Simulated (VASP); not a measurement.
Write the native input for VASP 6.6.1 that does the following.

```yaml
Task: relaxation of cell and atoms
Functional: PBE
Potentials_or_basis: VASP PAW PBE potentials, release 64 (Na_pv, Pd, C)
Cutoff: 600 eV
k_mesh: 6 × 6 × 4
Occupations: gaussian, width 0.1 eV
Spin: no spin polarisation
Dipole_correction: no
Further_INCAR_settings: ALGO = Normal; EDIFF = 1e-06; IBRION = 2; EDIFFG = -0.04; NSW = 90; ISIF = 3
```

The structure of NaPdC lies in POSCAR:

```
NaPdC
1.0
    3.3031952800      0.0000000000      0.0000000000
    0.0000000000      3.3031952800      0.0000000000
    0.0000000000      0.0000000000      5.4615560000
Na Pd C
1 1 1
Direct
    0.0000000000      0.0000000000      0.5000000000
    0.0000000000      0.0000000000      0.0000000000
    0.5000000000      0.5000000000      0.0000000000
```

The cell was built from a structure type or drawn by symmetry, and may not be a known phase.

These files were run (other wordings do the same):

INCAR

```
SYSTEM = NaPdC
  ALGO = Normal
  EDIFF = 1E-6
  EDIFFG = -0.04
  ENCUT = 600
  GGA = PE
  IBRION = 2
  ISIF = 3
  ISMEAR = 0
  LASPH = .True.
  LCHARG = .False.
  LREAL = .False.
  LWAVE = .False.
  NELM = 60
  NSW = 90
  PREC = Accurate
  SIGMA = 0.1
```

KPOINTS

```
k-points
0
Gamma
  6 6 4
  0 0 0
```

Potentials or basis: VASP PAW PBE potentials, release 64 (Na_pv, Pd, C).

Command:

```console
$ cat potpaw_PBE.64/Na_pv/POTCAR potpaw_PBE.64/Pd/POTCAR potpaw_PBE.64/C/POTCAR > POTCAR
$ mpirun -np 1 vasp_std > vasp.out
```

It gave:

```yaml
Relaxed_volume: 16.46 Å³/atom
Relaxed_cell: a = 3.002 Å, b = 3.002 Å, c = 5.480 Å, α = 90.00°, β = 90.00°, γ = 90.00°
Space_group_after_relaxing_to_0.1_Å: P4/mmm (No. 123)
Energy_gained_by_relaxing: 256.5 meV/atom
Ionic_steps: 7
Pressure_after_relaxing: -0.2 GPa
Band_gap_on_the_k_mesh: zero (an odd number of electrons rules out a gap without spin polarisation)
```

Caveat: the volume moved by over 15 % at a fixed basis, so the end points are rough.

Run time: 89 s on 1 thread of Intel(R) Xeon(R) Platinum 8375C CPU @ 2.90GHz (Ice Lake), on a shared host, peak memory 0.22 GiB.
